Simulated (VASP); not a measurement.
# CaO (P6_3/mmc) in VASP: further runs, part 2 of 2

VASP 6.6.1. The steps go on from the part before.

**3. Single point, r2SCAN (volume changed by -3%)**

File POSCAR:

```
CaO
1.0
    3.2863996365      0.0000000000      0.0000000000
   -1.6431998183      2.8461055722      0.0000000000
    0.0000000000      0.0000000000      5.7555741363
Ca O
2 2
Direct
    0.0000000000      0.0000000000      0.0000000000
    0.0000000000      0.0000000000      0.5000000000
    0.3333333333      0.6666666667      0.2500000000
    0.6666666667      0.3333333333      0.7500000000
```

File INCAR.step1:

```
ALGO = Normal
EDIFF = 1E-4
ENCUT = 520
GGA = PE
ISMEAR = 0
LASPH = T
LCHARG = F
LREAL = F
LWAVE = T
NBANDS = 24
NELM = 100
PREC = Accurate
SIGMA = 0.01
```

File INCAR.step2:

```
ALGO = Normal
EDIFF = 1E-6
ENCUT = 520
ISIF = 2
ISMEAR = 0
ISTART = 1
LASPH = T
LCHARG = T
LELF = T
LMIXTAU = T
LREAL = F
LVHAR = T
LWAVE = F
METAGGA = R2SCAN
NBANDS = 24
NELM = 100
PREC = Accurate
SIGMA = 0.01
```

File KPOINTS:

```
k-points
0
Gamma
  9 9 4
```

Potentials or basis: VASP PAW PBE potentials, release 64 (Ca_sv, O).

Started as:

```
cat potpaw_PBE.64/Ca_sv/POTCAR potpaw_PBE.64/O/POTCAR > POTCAR
cp INCAR.step1 INCAR
mpirun -np 1 vasp_std > vasp.out
cp INCAR.step2 INCAR
mpirun -np 1 vasp_std > vasp.out
```

OUTCAR:

```text
EDIFF = 1E-6
   ENCUT = 520
   ISIF = 2
   ISMEAR = 0
   ISTART = 1
   LASPH = T
   LREAL = F
   METAGGA = R2SCAN
   NELM = 100
   PREC = Accurate

 ion  position               nearest neighbor table
   1  0.000  0.000  0.000-   3 2.38   4 2.38   4 2.38   3 2.38   4 2.38   3 2.38   2 2.88   2 2.88

   2  0.000  0.000  0.500-   3 2.38   4 2.38   4 2.38   3 2.38   4 2.38   3 2.38   1 2.88   1 2.88

   3  0.333  0.667  0.250-   1 2.38   2 2.38   1 2.38   2 2.38   1 2.38   2 2.38
   4  0.667  0.333  0.750-   1 2.38   2 2.38   1 2.38   2 2.38   1 2.38   2 2.38

  LATTYP: Found a hexagonal cell.
 ALAT       =     3.2863996365
 C/A-ratio  =     1.7513311748

  Lattice vectors:

 A1 = (   3.2863996365,   0.0000000000,   0.0000000000)
 A2 = (  -1.6431998183,   2.8461055722,   0.0000000000)
 A3 = (   0.0000000000,   0.0000000000,   5.7555741363)

Analysis of symmetry for initial positions (statically):
[... 170 lines left out ...]

 Free energy of the ion-electron system (eV)
  ---------------------------------------------------
  ext. energy  EPLUGINS =         0.00000000
  ---------------------------------------------------
  free energy    TOTEN  =       -38.21607464 eV

  energy without entropy =      -38.21607464  energy(sigma->0) =      -38.21607464

 E-fermi :   2.4958     XC(G=0): -11.2283

 val. band max:        2.3337018334   @ k =   0.0000   0.0000   0.0000
 cond. band min:       6.7763748438   @ k =   0.0000   0.0000   0.0000
 fundamental gap:      4.4426730104
 Fermi energy:         2.4957522269

 k-point     1 :       0.0000    0.0000    0.0000
  band No.  band energies     occupation
      1     -37.0459      2.00000
      2     -36.8565      2.00000
      3     -18.4853      2.00000
      4     -16.8953      2.00000
      5     -16.8952      2.00000
      6     -16.7459      2.00000
[... 637 lines left out ...]
     23      11.6242      0.00000
     24      12.2834      0.00000

 [... further k-points ...]
[... 5 lines left out ...]
  --------------------------------------------------------------------------------------
  -------------------------------------------------------------------------------------
  Total        1.5663308      1.5663308      1.7517794     -0.0000000     -0.0000000      0.0000000
  in kB       46.6158949     46.6158949     52.1350694     -0.0000000     -0.0000000      0.0000000
  external PRESSURE =      48.4556197 kB  Pullay stress =       0.0000000 kB

 VOLUME and BASIS-vectors are now :
 -----------------------------------------------------------------------------
  energy-cutoff  :      520.00
  volume of cell :       53.83
      direct lattice vectors                 reciprocal lattice vectors
     3.286399637  0.000000000  0.000000000     0.304284357  0.175678655  0.000000000
    -1.643199818  2.846105572  0.000000000     0.000000000  0.351357311  0.000000000
     0.000000000  0.000000000  5.755574136     0.000000000  0.000000000  0.173744613

 POSITION                                       TOTAL-FORCE (eV/Angst)
 -----------------------------------------------------------------------------------
      0.00000      0.00000      0.00000        -0.000000      0.000000      0.000000
      0.00000      0.00000      2.87779        -0.000000      0.000000      0.000000
     -0.00000      1.89740      1.43889        -0.000000     -0.000000      0.000000
      1.64320      0.94870      4.31668         0.000000      0.000000     -0.000000
 -----------------------------------------------------------------------------------
    total drift:                               -0.000000      0.000000      0.000000

  FREE ENERGIE OF THE ION-ELECTRON SYSTEM (eV)
  ---------------------------------------------------
  free  energy   TOTEN  =       -38.2160746388 eV

  energy  without entropy=      -38.2160746388  energy(sigma->0) =      -38.21607464
```

OSZICAR.step1:

```text
N       E                     dE             d eps       ncg     rms          rms(c)
DAV:   1     0.316884811294E+03    0.31688E+03   -0.16656E+04  1728   0.138E+03
DAV:   2    -0.637165513958E+01   -0.32326E+03   -0.30167E+03  2008   0.388E+02
DAV:   3    -0.277713318548E+02   -0.21400E+02   -0.21239E+02  2856   0.100E+02
DAV:   4    -0.283889701995E+02   -0.61764E+00   -0.61703E+00  2256   0.145E+01
DAV:   5    -0.283961029185E+02   -0.71327E-02   -0.71325E-02  2552   0.152E+00    0.122E+01
DAV:   6    -0.248877501670E+02    0.35084E+01   -0.17476E+01  2408   0.281E+01    0.476E+00
DAV:   7    -0.249012820729E+02   -0.13532E-01   -0.19653E+00  2216   0.904E+00    0.258E+00
DAV:   8    -0.249058245110E+02   -0.45424E-02   -0.28611E-01  2008   0.373E+00    0.869E-01
DAV:   9    -0.248929153619E+02    0.12909E-01   -0.98948E-02  2720   0.186E+00    0.189E-01
DAV:  10    -0.248944876713E+02   -0.15723E-02   -0.92008E-03  2048   0.700E-01    0.999E-02
DAV:  11    -0.248943440118E+02    0.14366E-03   -0.24267E-03  2240   0.304E-01    0.478E-02
DAV:  12    -0.248943183691E+02    0.25643E-04   -0.24397E-04  1456   0.105E-01
   1 F= -.24894318E+02 E0= -.24894318E+02  d E =-.175514E-23
```

Run time: 1.9 min. Hardware: 1 thread of Intel Xeon 6975P-C, shared host; peak memory 0.19 GiB.

Results:

| Quantity | Value |
| --- | --- |
| Free energy | -38.2161 eV |
| Pressure | 4.8 GPa |
| Band gap on the k mesh | 4.44 eV, direct |

Stress tensor (GPa, compression positive):
```
4.66 0.00 0.00
0.00 4.66 0.00
0.00 0.00 5.21
```

Levels at points of the mesh, in eV from the valence-band top:
```csv
k point,band 12,band 13,band 14,band 15,band 16,band 17,band 18,band 19,band 20,band 21
"(0.00, 0.00, 0.00)",-1.13,-1.13,-0.24,0.00,0.00,4.44,5.88,7.11,7.11,7.40
"(0.00, 0.00, 0.50)",-1.67,-0.61,-0.61,-0.61,-0.61,6.57,6.57,7.73,7.73,7.73
```

Caveat: the PAW data sets were made with another functional, which shifts forces and pressure a little.
